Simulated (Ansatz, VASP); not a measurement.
**Two plane-wave programs on Te**

```
CELL_PARAMETERS angstrom
4.51265 0.02406 0.04447
-2.23549 3.85079 -0.02347
0.05915 -0.00189 5.95455
ATOMIC_POSITIONS crystal
Te 0.24991 0.00110 0.16425
Te 0.01722 0.29256 0.83639
Te 0.73286 0.70635 0.49936
```

Change from the starting cell: all atoms moved at random, cell strained at random.

Alike in both runs: task single point; functional PBEsol; k mesh 9 × 9 × 6; occupations gaussian, width 0.05 eV; no spin polarisation.

|  | VASP | Ansatz |
| --- | --- | --- |
| version | VASP 6.6.1 | Ansatz 0.2.0 |
| potentials or method | VASP PAW PBE potentials, release 64 (Te), cutoff 520 eV | scalar-relativistic, plane waves, PAW |
| valence electrons in the cell | 18 | 48 |

```csv
,VASP,Ansatz,Ansatz less VASP
gap on the k mesh at the Fermi level (eV),0.05,0.05,+0.001
least direct gap on the mesh (eV),0.18,0.18,+0.007
pressure (GPa),-1.6,-1.7,-0.07
"traceless stress, the component that is largest in VASP (GPa)",-1.10,-1.07,+0.029
rms of the force components (eV/Å),0.201,0.196,-0.0053
```

VASP's potentials were made for PBE, not for PBEsol. Atom by atom the forces differ by 0.012 eV/Å (rms over components). VASP's potentials hold 18 valence electrons a cell and Ansatz's 48, so a difference there can come from the potentials and not from the codes.

Spin-orbit coupling is off throughout.
